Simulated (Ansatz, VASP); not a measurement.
## Cd: VASP beside Ansatz

```
CELL_PARAMETERS angstrom
2.73340 0.00000 0.00000
0.00000 2.73340 0.00000
0.00000 0.00000 2.73340
ATOMIC_POSITIONS crystal
Cd 0.00000 0.00000 0.00000
```

Alike in both runs: task single point; functional LDA; k mesh 12 × 12 × 12; occupations fermi-dirac, width 0.1 eV; no spin polarisation.

```csv
,VASP,Ansatz
version,VASP 6.6.1,Ansatz 0.2.0
potentials or method,"VASP PAW LDA potentials, release 64 (Cd), cutoff 520 eV","plane waves (420 eV) with PAW, scalar-relativistic"
valence electrons in the cell,12,20
```

Ansatz gave:

| Quantity | Value |
| --- | --- |
| pressure (GPa) | 9.6 |

Q: Which values does VASP return?

A: Pressure (GPa): 10.6.

Ansatz warns that its potentials were made for another functional, while VASP's fit it. LDA's correlation is that of Perdew and Zunger in VASP and of Perdew and Wang (1992) in Ansatz. VASP's potentials hold 12 valence electrons a cell and Ansatz's 20, so a difference there can come from the potentials and not from the codes.
